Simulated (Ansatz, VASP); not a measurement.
**Zn: VASP beside Ansatz**

```
Zn
1.0
     0.00000    1.96478    1.96478
     1.96478    0.00000    1.96478
     1.96478    1.96478    0.00000
Zn
1
Direct
  0.00000 0.00000 0.00000
```

Alike in both runs: task single point; functional PBE; k mesh 12 × 12 × 12; occupations gaussian, width 0.017 eV; no spin polarisation.

```csv
,VASP,Ansatz
version,VASP 6.6.1,Ansatz 0.2.0
potentials or method,"VASP PAW PBE potentials, release 64 (Zn)",Ansatz PAW
plane-wave cutoff (eV),520,420
valence electrons in the cell,12,12
```

Ansatz gave:

| Quantity | Value |
| --- | --- |
| gap on the k mesh at the Fermi level (eV) | none |
| pressure (GPa) | -0.1 |

Q: What did VASP give for the same quantities?

A: gap on the k mesh at the Fermi level (eV): none; pressure (GPa): 0.3.

A gap of «none» marks a metal or a gap that the smearing closes. The functional is the same, so the differences come from potentials, cutoffs and numerics.
